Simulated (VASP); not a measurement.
A run of VASP 6.6.1 is set up as follows.

File INCAR:

```
ALGO     = Normal         # electronic algorithm
EDIFF    = 1E-7           # SCF threshold, eV
ENCUT    = 520            # plane-wave cutoff, eV
GGA      = RE             # functional
ISIF     = 2              # what is computed and relaxed
ISMEAR   = -1             # smearing method
LASPH    = T              # aspherical terms in the spheres
LCHARG   = F              # write CHGCAR
LREAL    = F              # projectors in reciprocal space
LWAVE    = F              # write WAVECAR
NBANDS   = 8              # bands
NELM     = 60             # most SCF steps
PREC     = Accurate       # precision mode
SIGMA    = 0.1            # smearing width, eV
```

File KPOINTS:

```
k-points
0
Gamma
  12 12 12
```

File POSCAR:

```
P
1.0
    2.4527709036      0.0000000000      0.0000000000
    0.0000000000      2.4527709036      0.0000000000
    0.0000000000      0.0000000000      2.4527709036
P
1
Direct
    0.0000000000      0.0000000000      0.0000000000
```

Potentials or basis: VASP PAW PBE potentials, release 64 (P).

Command:

```sh
$ cat potpaw_PBE.64/P/POTCAR > POTCAR
$ mpirun -np 1 vasp_std > vasp.out
```

(1) Predict the pressure.

Results:

(1) -0.6 GPa.

Caveat: the PAW data sets were made with another functional, which shifts forces and pressure a little.
